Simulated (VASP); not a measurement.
**WC: single point with PBEsol**

Crystal: WC.

```
W C
1.0
     0.00000    2.17241    2.17241
     2.17241    0.00000    2.17241
     2.17241    2.17241    0.00000
W C
1 1
Cartesian
  0.0000 0.0000 0.0000
  2.1724 2.1724 2.1724
```

```yaml
Program: VASP 6.6.1
Task: single point
Functional: PBEsol
Potentials_or_basis: VASP PAW PBE potentials, release 64 (W_sv, C)
Cutoff: 520 eV
k_mesh: 10 × 10 × 10
Occupations: fermi-dirac, width 0.05 eV
Spin: no spin polarisation
Dipole_correction: no
Further_INCAR_settings: ALGO = Normal; EDIFF = 1e-06; NBANDS = 16
```

* Pressure: 1.1 GPa
* Band gap on the k mesh: zero (band 9 reaches 13.79 eV, above the bottom of band 10 at 10.46 eV)

Levels at points of the mesh, in eV from the Fermi level:
```tsv
k point	band 6	band 7	band 8	band 9	band 10	band 11	band 12	band 13
(0.00, 0.00, 0.00)	-2.92	-2.92	-2.92	-1.14	-1.14	-1.14	-1.05	-1.05
(0.50, 0.00, 0.00)	-10.11	-6.83	-6.83	1.06	1.06	2.40	4.89	9.07
(0.50, 0.50, 0.00)	-6.06	-5.71	-2.58	-2.58	0.85	2.34	2.34	5.64
```

Wall time 6 s on 1 thread of Intel(R) Xeon(R) 6975P-C (Granite Rapids) (shared host), peak memory 0.14 GiB.

Caveat: the PAW data sets were made with another functional, which shifts forces and pressure a little; spin-orbit coupling is left out, which moves the levels of the heavy elements.
